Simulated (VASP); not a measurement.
**Na3LuO4: single point with r2SCAN**

Na3LuO4:

```
Lu Na O
1.0
     0.00000    4.75278    3.28115
     0.00000   -4.75278    3.28115
     6.56238    0.00000   -3.28115
Lu Na O
2 6 8
Cartesian
  1.7259 0.0000 0.0000
  4.8365 0.0000 3.2811
  1.4962 0.0000 3.2811
  5.0662 0.0000 0.0000
  0.0000 2.3764 1.6406
  0.0000 -2.3764 1.6406
  3.2812 2.3764 1.6406
  3.2812 -2.3764 1.6406
  0.0000 0.0000 4.9217
  0.0000 0.0000 1.6406
  3.2812 0.0000 1.6406
  3.2812 0.0000 -1.6406
  1.9858 -2.5133 3.2811
  4.5766 2.5133 0.0000
  1.9858 2.5133 3.2811
  4.5766 -2.5133 0.0000
```

| Item | Value |
| --- | --- |
| Program | VASP 6.6.1 |
| Task | single point |
| Functional | r2SCAN |
| Potentials or basis | VASP PAW PBE potentials, release 64 (Lu, Na_pv, O) |
| Cutoff | 520 eV |
| k mesh | 5 × 5 × 5 |
| Occupations | fermi-dirac, width 0.1275 eV |
| Spin | no spin polarisation |
| Dipole correction | no |
| Further INCAR settings | LREAL = Auto; ALGO = Normal; EDIFF = 1e-06; NBANDS = 84 |

```yaml
Pressure: -0.9 GPa
Largest_force: 2.429 eV/Å
Band_gap_on_the_k_mesh: zero (band 70 reaches 0.04 eV, above the bottom of band 71 at -0.19 eV)
```

Forces in eV/Å, atoms in the order of the input:
```
Lu   0.593  0.000  0.000
Lu  -0.593  0.000  0.000
Na   0.691  0.000  0.000
Na  -0.691  0.000  0.000
Na   0.000  0.000  0.000
Na   0.000  0.000  0.000
Na   0.000  0.000  0.000
Na   0.000  0.000  0.000
O    0.000  0.000  2.429
O    0.000  0.000 -2.429
O    0.000  0.000  0.000
O    0.000  0.000  0.000
O   -1.896 -1.003  0.000
O    1.896  1.003  0.000
O   -1.896  1.003  0.000
O    1.896 -1.003  0.000
```

Stress tensor (GPa, compression positive):
```
-2.31  0.00  0.00
 0.00 -3.87  0.00
 0.00  0.00  3.39
```

Levels at points of the mesh, in eV from the Fermi level:
```
           k point  band 67  band 68  band 69  band 70  band 71  band 72  band 73  band 74
(0.00, 0.00, 0.00)    -0.23    -0.21    -0.21     0.13     0.21     0.23     5.29     5.87
```

It used 480 s of CPU time on 1 × NVIDIA H100 80GB with 1 thread of AMD EPYC 7R13 Processor (Zen 3), on a shared host.

Caveat: the PAW data sets were made with another functional, which shifts forces and pressure a little; spin-orbit coupling is left out, which moves the levels of the heavy elements.
